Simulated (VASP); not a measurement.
Input of a VASP 6.6.1 run:

The input INCAR:

```
PREC = Accurate
ENCUT = 520
EDIFF = 1E-7
ISMEAR = -1
SIGMA = 0.05
LREAL = F
LASPH = T
NELM = 60
ALGO = Normal
ISIF = 2
LWAVE = F
LCHARG = F
GGA = PS
IBRION = 2
NSW = 60
EDIFFG = -0.01
```

KPOINTS

```
regular mesh
0
Gamma
  6 6 6
```

POSCAR

```
CuO
1.0
    4.1609370000      0.0000000000      0.0000000000
    0.0000000000      4.1609370000      0.0000000000
    0.0000000000      0.0000000000      4.0431487200
Cu O
3 3
Direct
    0.5000000000      0.0000000000      0.5000000000
    0.0000000000      0.5000000000      0.5000000000
    0.0000000000      0.0000000000      0.0000000000
    0.0000000000      0.0000000000      0.5000000000
    0.5000000000      0.0000000000      0.0000000000
    0.0000000000      0.5000000000      0.0000000000
```

Potentials or basis: VASP PAW PBE potentials, release 64 (Cu, O).

Command:

```bash
$ cat potpaw_PBE.64/Cu/POTCAR potpaw_PBE.64/O/POTCAR > POTCAR
$ mpirun -np 1 vasp_std > vasp.out
```

(1) What does it give for the band gap on the k mesh?

## Answers

(1) zero (an odd number of electrons rules out a gap without spin polarisation).

Caveat: the relaxation stopped at its first step, so nothing moved; an odd number of electrons without spin polarisation forces a metal; a magnetic or distorted state may lie lower; semilocal functionals often make such compounds metallic where correlation or magnetic order opens a gap, which also shifts bond lengths.
